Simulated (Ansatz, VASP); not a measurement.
Lu: VASP beside Ansatz

Contents of POSCAR:

```
Lu
1.0
    3.5048186286      0.0000000000      0.0000000000
   -1.7524093143      3.0352619680      0.0000000000
    0.0000000000      0.0000000000      5.4696750779
Lu
2
Direct
    0.3333333333      0.6666666667      0.2500000000
    0.6666666667      0.3333333333      0.7500000000
```

The input INCAR.step1:

```
PREC     = Accurate       # precision mode
ENCUT    = 520            # plane-wave cutoff, eV
ISMEAR   = 0              # smearing method
SIGMA    = 0.2            # smearing width, eV
LREAL    = F              # projectors in reciprocal space
LASPH    = T              # aspherical terms in the spheres
NELM     = 80             # most SCF steps
NBANDS   = 32             # bands
GGA      = PE             # functional
ALGO     = Normal         # electronic algorithm
EDIFF    = 1E-4           # SCF threshold, eV
LWAVE    = T              # write WAVECAR
LCHARG   = F              # write CHGCAR
```

INCAR.step2

```
PREC     = Accurate       # precision mode
ENCUT    = 520            # plane-wave cutoff, eV
EDIFF    = 1E-7           # SCF threshold, eV
ISMEAR   = 0              # smearing method
SIGMA    = 0.2            # smearing width, eV
LREAL    = F              # projectors in reciprocal space
LASPH    = T              # aspherical terms in the spheres
NELM     = 80             # most SCF steps
ALGO     = Normal         # electronic algorithm
ISIF     = 2              # what is computed and relaxed
LWAVE    = F              # write WAVECAR
LCHARG   = F              # write CHGCAR
METAGGA  = R2SCAN         # meta-GGA
LMIXTAU  = T            
NBANDS   = 32             # bands
ISTART   = 1
```

Contents of KPOINTS:

```
Automatic mesh
0
Gamma
  10 10 6
```

Input for Ansatz:

```yaml
crystal:
  lattice:
    - [3.5048186286, 0.0, 0.0]
    - [-1.7524093143, 3.035261968, 0.0]
    - [0.0, 0.0, 5.4696750779]
  atoms:
    - { symbol: Lu, position: [0.3333333333, 0.6666666667, 0.25] }
    - { symbol: Lu, position: [0.6666666667, 0.3333333333, 0.75] }
hamiltonian:
  xc: r2scan
  pseudopotentials:
    kind: paw
    azcp:
      Lu: "pseudopotentials/Lu.paw.azcp"
basis:
  ecutwfc: 500
  fft_grid_basis: typed
kpoints:
  mp_grid: { grid: [10, 10, 6], shift: [0, 0, 0] }
magnetization:
  spin_polarized: false
scf:
  occupations: { method: gaussian, width: 0.2 }
  lower_state_search: "off"
output:
  stress: true
```

Alike in both runs: task single point; functional r2SCAN; k mesh 10 × 10 × 6; occupations gaussian, width 0.2 eV; no spin polarisation.

|  | VASP | Ansatz |
| --- | --- | --- |
| version | VASP 6.6.1 | Ansatz 0.2.0 |
| potentials or method | VASP PAW PBE potentials, release 64 (Lu), cutoff 520 eV | plane waves (500 eV) with PAW, scalar-relativistic |
| valence electrons in the cell | 50 | 50 |

Ansatz gave:

```
pressure (GPa)                                                : -0.1
traceless stress, the component that is largest in VASP (GPa) : -0.06
```

Task: Which values does VASP return?

Result: Pressure (GPa): 0.3; traceless stress, the component that is largest in VASP (GPa): -0.01.

VASP's potentials were made for PBE, not for r2SCAN.

Neither program's run includes spin-orbit coupling.
